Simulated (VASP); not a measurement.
# CaO (eos) (Fm-3m) in VASP: further runs

The runs below take CaO (eos) through single point, with LDA.

Everything below comes from runs of VASP 6.6.1. Logs are shortened: lines on timing, memory, paths and dates and some standing lists are left out, and cuts for length are marked.

### Step 1. The cell of the first run

It takes space group Fm-3m (No. 225, cubic). The conventional cell has a = 4.562 Å, b = 4.562 Å, c = 4.562 Å, α = 90.00°, β = 90.00°, γ = 90.00°. Ca (site symmetry m-3m) has 6 O at 2.28 Å within 3.0 Å. O (site symmetry m-3m) has 6 Ca at 2.28 Å within 3.0 Å.

### Step 2. Single point, LDA (volume scaled by 0.91)

Input file INCAR:

```
SYSTEM = CaO
PREC     = Accurate       ! precision mode
ENCUT    = 600            ! plane-wave cutoff, eV
EDIFF    = 1E-6           ! SCF threshold, eV
ISMEAR   = 0              ! smearing method
SIGMA    = 0.02           ! smearing width, eV
LREAL    = .False.        ! projectors in reciprocal space
LASPH    = .True.         ! aspherical terms in the spheres
NELM     = 120            ! most SCF steps
ALGO     = Normal         ! electronic algorithm
ISIF     = 2              ! what is computed and relaxed
LWAVE    = .False.        ! write WAVECAR
LCHARG   = .False.        ! write CHGCAR
GGA      = CA             ! functional
NBANDS   = 15             ! bands
GGA_COMPAT= .False.
```

Input file KPOINTS:

```
regular mesh
0
Gamma
  8 8 8
  0 0 0
```

Input file POSCAR:

```
CaO
1.0
    0.0000000000      2.2808837452      2.2808837452
    2.2808837452      0.0000000000      2.2808837452
    2.2808837452      2.2808837452      0.0000000000
Ca O
1 1
Direct
    0.0000000000      0.0000000000      0.0000000000
    0.5000000000      0.5000000000      0.5000000000
```

Potentials or basis: VASP PAW LDA potentials, release 64 (Ca_sv, O).

The run is started by

```
$ cat potpaw_LDA.64/Ca_sv/POTCAR potpaw_LDA.64/O/POTCAR > POTCAR
$ mpirun -np 1 vasp_std > vasp.out
```

OUTCAR:

```text
SYSTEM = CaO
   PREC = Accurate
   ENCUT = 600
   EDIFF = 1E-6
   ISMEAR = 0
   LREAL = .False.
   LASPH = .True.
   NELM = 120
   ISIF = 2
   GGA = CA

 ion  position               nearest neighbor table
   1  0.000  0.000  0.000-   2 2.28   2 2.28   2 2.28   2 2.28   2 2.28   2 2.28
   2  0.500  0.500  0.500-   1 2.28   1 2.28   1 2.28   1 2.28   1 2.28   1 2.28

  LATTYP: Found a face centered cubic cell.
 ALAT       =     4.5617674904

  Lattice vectors:

 A1 = (   0.0000000000,   2.2808837452,   2.2808837452)
 A2 = (   2.2808837452,   0.0000000000,   2.2808837452)
 A3 = (   2.2808837452,   2.2808837452,   0.0000000000)

Analysis of symmetry for initial positions (statically):
=====================================================================
 Subroutine PRICEL returns:
 Original cell was already a primitive cell.

 Routine SETGRP: Setting up the symmetry group for a
 face centered cubic supercell.

 Subroutine GETGRP returns: Found 48 space group operations
[... 9 lines left out ...]

 Routine SETGRP: Setting up the symmetry group for a
 face centered cubic supercell.

 Subroutine GETGRP returns: Found 48 space group operations
[... 11 lines left out ...]
                                     Primitive cell

  volume of cell :      23.7323

  direct lattice vectors                    reciprocal lattice vectors
     0.000000000  2.280883745  2.280883745    -0.219213277  0.219213277  0.219213277
     2.280883745  0.000000000  2.280883745     0.219213277 -0.219213277  0.219213277
     2.280883745  2.280883745  0.000000000     0.219213277  0.219213277 -0.219213277

  length of vectors
     3.225656727  3.225656727  3.225656727     0.379688533  0.379688533  0.379688533

  position of ions in fractional coordinates (direct lattice)
     0.000000000  0.000000000  0.000000000
     0.500000000  0.500000000  0.500000000

  ion indices of the primitive-cell ions
   primitive index   ion index
                 1           1
                 2           2

----------------------------------------------------------------------------------------

 KPOINTS: regular mesh

Automatic generation of k-mesh.
 Grid dimensions read from file:
 generate k-points for:    8    8    8

 Generating k-lattice:

  Cartesian coordinates                     Fractional coordinates (reciprocal lattice)
    -0.027401660  0.027401660  0.027401660     0.125000000  0.000000000  0.000000000
     0.027401660 -0.027401660  0.027401660     0.000000000  0.125000000  0.000000000
     0.027401660  0.027401660 -0.027401660     0.000000000  0.000000000  0.125000000

  Length of vectors
     0.047461067  0.047461067  0.047461067

  Shift w.r.t. Gamma in fractional coordinates (k-lattice)
[... 64 lines left out ...]
   NUPDOWN=      -1.0000    fix difference up-down
   EMIN   =  10.00;   EMAX   =-10.00  energy-range for DOS
   EFERMI =   0.00;   METHOD = LEGACY
   ISMEAR =     0;   SIGMA  =   0.02  broadening in eV -4-tet -1-fermi 0-gaus
   EFERMI_NEDOS =   21; number of points for ismear=-14 and -15
   IALGO  =     38    algorithm
   IMIX   =      4    mixing-type and parameters
     AMIX     =   0.40;   BMIX     =  1.00
     AMIX_MAG =   1.60;   BMIX_MAG =  1.00
  volume/ion in A,a.u.               =      11.87        80.08
  Fermi-wavevector in a.u.,A,eV,Ry     =   1.435495  2.712692 28.036788  2.060646
  Thomas-Fermi vector in A             =   2.554787
   LORBIT       =      0    0 simple, 1 ext, 2 COOP (PROOUT), +10 PAW based schemes
   GGA     = CA    functional components
   LHFCALC =     F    Hartree Fock is set to
   AEXX    =    0.0000 exact exchange contribution
   IVDW    =     0    specifies the selected vdW correction
   LEPSILON=     F    determine dielectric tensor
   LRPA    =     F    only Hartree local field effects (RPA)
 non-spin polarized calculation
 Gauss-broadening in eV      SIGMA  =   0.02
  energy-cutoff  :      600.00
  volume of cell :       23.73
 maximum number of plane-waves:       821
 NGX is ok and might be reduce to    28
   NGX = 13   NGY = 13   NGZ = 13

 number of electron      16.0000001 magnetization

 Free energy of the ion-electron system (eV)
  ---------------------------------------------------
  ext. energy  EPLUGINS =         0.00000000
  ---------------------------------------------------
  free energy    TOTEN  =       -14.10189290 eV

  energy without entropy =      -14.10189290  energy(sigma->0) =      -14.10189290

 E-fermi :   3.2308     XC(G=0): -11.8200

 val. band max:        3.0067853012   @ k =   0.0000   0.0000   0.0000
 cond. band min:       6.3252387710   @ k =   0.5000   0.5000   0.0000
 fundamental gap:      3.3184534698
 Fermi energy:         3.2308308409

 k-point     1 :       0.0000    0.0000    0.0000
  band No.  band energies     occupation
      1     -33.4984      2.00000
      2     -14.3753      2.00000
      3     -14.3753      2.00000
      4     -14.3753      2.00000
      5     -12.5083      2.00000
      6       3.0068      2.00000
      7       3.0068      2.00000
      8       3.0068      2.00000
      9       8.9581      0.00000
     10       9.4429      0.00000
     11       9.4429      0.00000
     12       9.4429      0.00000
     13      11.3071      0.00000
     14      11.3071      0.00000
[... 401 lines left out ...]
      2     -16.0544      2.00000
      3     -14.8004      2.00000
      4     -14.5950      2.00000
      5     -10.9594      2.00000
      6       0.6507      2.00000
      7       1.6887      2.00000
      8       1.7084      2.00000
      9      10.2440      0.00000
     10      10.3153      0.00000
     11      12.6470      0.00000
     12      13.1707      0.00000
     13      14.5184      0.00000
     14      16.4042      0.00000
     15      18.8345      0.00000

 [... further k-points ...]

------------------------ aborting loop because EDIFF is reached ----------------------------------------

  FORCE on cell =-STRESS in cart. coord.  units (eV):
  Direction    XX          YY          ZZ          XY          YZ          ZX
  --------------------------------------------------------------------------------------
  -------------------------------------------------------------------------------------
  Total        2.4125639      2.4125639      2.4125639      0.0000000      0.0000000      0.0000000
  in kB      162.8733259    162.8733259    162.8733259      0.0000000      0.0000000      0.0000000
  external PRESSURE =     162.8733259 kB  Pullay stress =       0.0000000 kB

 VOLUME and BASIS-vectors are now :
 -----------------------------------------------------------------------------
  energy-cutoff  :      600.00
  volume of cell :       23.73
      direct lattice vectors                 reciprocal lattice vectors
     0.000000000  2.280883745  2.280883745    -0.219213277  0.219213277  0.219213277
     2.280883745  0.000000000  2.280883745     0.219213277 -0.219213277  0.219213277
     2.280883745  2.280883745  0.000000000     0.219213277  0.219213277 -0.219213277

 POSITION                                       TOTAL-FORCE (eV/Angst)
 -----------------------------------------------------------------------------------
      0.00000      0.00000      0.00000        -0.000000     -0.000000      0.000000
      2.28088      2.28088      2.28088         0.000000      0.000000     -0.000000
 -----------------------------------------------------------------------------------
    total drift:                                0.000000      0.000000      0.000000

  FREE ENERGIE OF THE ION-ELECTRON SYSTEM (eV)
  ---------------------------------------------------
  free  energy   TOTEN  =       -14.1018928998 eV

  energy  without entropy=      -14.1018928998  energy(sigma->0) =      -14.10189290
```

It took 19 s on 1 thread of Intel Xeon 8259CL, shared host; peak memory 0.15 GiB.

Results:

- Free energy: -14.1019 eV
- Pressure: 16.3 GPa
- Band gap on the k mesh: 3.32 eV, indirect (least direct gap 3.63 eV)

 A k mesh can miss the band edges.

### Step 3. Single point, LDA (volume scaled by 0.97)

Input file INCAR:

```
ALGO     = Normal         # electronic algorithm
EDIFF    = 1E-6           # SCF threshold, eV
ENCUT    = 600            # plane-wave cutoff, eV
GGA_COMPAT= F            
ISIF     = 2              # what is computed and relaxed
ISMEAR   = 0              # smearing method
LASPH    = T              # aspherical terms in the spheres
LCHARG   = F              # write CHGCAR
LREAL    = F              # projectors in reciprocal space
LWAVE    = F              # write WAVECAR
NBANDS   = 15             # bands
NELM     = 120            # most SCF steps
PREC     = Accurate       # precision mode
SIGMA    = 0.02           # smearing width, eV
```

Input file KPOINTS:

```
k-points
0
Gamma
  8 8 8
```

Input file POSCAR:

```
CaO
1.0
    0.0000000000      2.3299499797      2.3299499797
    2.3299499797      0.0000000000      2.3299499797
    2.3299499797      2.3299499797      0.0000000000
Ca O
1 1
Direct
    0.0000000000      0.0000000000      0.0000000000
    0.5000000000      0.5000000000      0.5000000000
```

Potentials or basis: VASP PAW LDA potentials, release 64 (Ca_sv, O).

The run is started by

```
$ cat potpaw_LDA.64/Ca_sv/POTCAR potpaw_LDA.64/O/POTCAR > POTCAR
$ mpirun -np 1 vasp_std > vasp.out
```

OUTCAR:

```text
EDIFF = 1E-6
   ENCUT = 600
   ISIF = 2
   ISMEAR = 0
   LASPH = T
   LREAL = F
   NELM = 120
   PREC = Accurate

 ion  position               nearest neighbor table
   1  0.000  0.000  0.000-   2 2.33   2 2.33   2 2.33   2 2.33   2 2.33   2 2.33
   2  0.500  0.500  0.500-   1 2.33   1 2.33   1 2.33   1 2.33   1 2.33   1 2.33

  LATTYP: Found a face centered cubic cell.
 ALAT       =     4.6598999594

  Lattice vectors:

 A1 = (   0.0000000000,   2.3299499797,   2.3299499797)
 A2 = (   2.3299499797,   0.0000000000,   2.3299499797)
 A3 = (   2.3299499797,   2.3299499797,   0.0000000000)

Analysis of symmetry for initial positions (statically):
=====================================================================
 Subroutine PRICEL returns:
 Original cell was already a primitive cell.

 Routine SETGRP: Setting up the symmetry group for a
 face centered cubic supercell.

 Subroutine GETGRP returns: Found 48 space group operations
[... 9 lines left out ...]

 Routine SETGRP: Setting up the symmetry group for a
 face centered cubic supercell.

 Subroutine GETGRP returns: Found 48 space group operations
[... 11 lines left out ...]
                                     Primitive cell

  volume of cell :      25.2970

[... 151 lines left out ...]
      6       2.5795      2.00000
      7       2.5795      2.00000
      8       2.5795      2.00000
      9       7.9346      0.00000
     10       8.8928      0.00000
     11       8.8928      0.00000
     12       8.8928      0.00000
     13      10.6282      0.00000
     14      10.6282      0.00000
[... 401 lines left out ...]
      2     -16.4261      2.00000
      3     -15.4397      2.00000
      4     -15.2732      2.00000
      5     -11.5261      2.00000
      6       0.3281      2.00000
      7       1.3402      2.00000
      8       1.3632      2.00000
      9       9.5768      0.00000
     10       9.6479      0.00000
     11      11.8436      0.00000
     12      12.2166      0.00000
     13      13.5501      0.00000
     14      15.3200      0.00000
     15      17.4925      0.00000

 [... further k-points ...]

------------------------ aborting loop because EDIFF is reached ----------------------------------------

  FORCE on cell =-STRESS in cart. coord.  units (eV):
  Direction    XX          YY          ZZ          XY          YZ          ZX
  --------------------------------------------------------------------------------------
  -------------------------------------------------------------------------------------
  Total        0.8212843      0.8212843      0.8212843      0.0000000      0.0000000      0.0000000
  in kB       52.0156858     52.0156858     52.0156858      0.0000000      0.0000000      0.0000000
  external PRESSURE =      52.0156858 kB  Pullay stress =       0.0000000 kB

 VOLUME and BASIS-vectors are now :
 -----------------------------------------------------------------------------
  energy-cutoff  :      600.00
  volume of cell :       25.30
      direct lattice vectors                 reciprocal lattice vectors
     0.000000000  2.329949980  2.329949980    -0.214596882  0.214596882  0.214596882
     2.329949980  0.000000000  2.329949980     0.214596882 -0.214596882  0.214596882
     2.329949980  2.329949980  0.000000000     0.214596882  0.214596882 -0.214596882

 POSITION                                       TOTAL-FORCE (eV/Angst)
 -----------------------------------------------------------------------------------
      0.00000      0.00000      0.00000         0.000000     -0.000000      0.000000
      2.32995      2.32995      2.32995        -0.000000      0.000000     -0.000000
 -----------------------------------------------------------------------------------
    total drift:                                0.000000      0.000000      0.000000

  FREE ENERGIE OF THE ION-ELECTRON SYSTEM (eV)
  ---------------------------------------------------
  free  energy   TOTEN  =       -14.2070343626 eV

  energy  without entropy=      -14.2070343626  energy(sigma->0) =      -14.20703436
```

It took 17 s on 1 thread of Intel Xeon 8259CL, shared host; peak memory 0.15 GiB.

What came out:

```
Free energy            : -14.2070 eV
Pressure               : 5.2 GPa
Band gap on the k mesh : 3.39 eV, indirect (least direct gap 3.74 eV)
```

 A k mesh can miss the band edges.

(Part 1 of 3 ends here.)
